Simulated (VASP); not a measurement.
A run of VASP 6.6.1 is set up as follows.

INCAR

```
ALGO = Normal
EDIFF = 1E-6
ENCUT = 520
GGA = PE
ISIF = 2
ISMEAR = 0
LASPH = T
LCHARG = F
LREAL = F
LWAVE = F
NBANDS = 8
NELM = 60
PREC = Accurate
SIGMA = 0.1
```

File KPOINTS:

```
k-points
0
Gamma
  22 22 22
```

Contents of POSCAR:

```
Sb
1.0
   -1.8948347500      1.8950583459      1.8950093573
    1.8948347500     -1.8950583459      1.8950093573
    1.8948347500      1.8950583459     -1.8950093573
Sb
1
Direct
    0.0000000000      0.5000000000      0.5000000000
```

Potentials or basis: VASP PAW PBE potentials, release 64 (Sb).

The run is started by

```sh
$ cat potpaw_PBE.64/Sb/POTCAR > POTCAR
$ mpirun -np 1 vasp_std > vasp.out
```

(1) Predict the pressure.

(2) What does it give for the band gap on the k mesh?

## Answers

(1) -0.1 GPa.

(2) zero (an odd number of electrons rules out a gap without spin polarisation).

Caveat: spin-orbit coupling is left out, which moves the levels of the heavy elements.
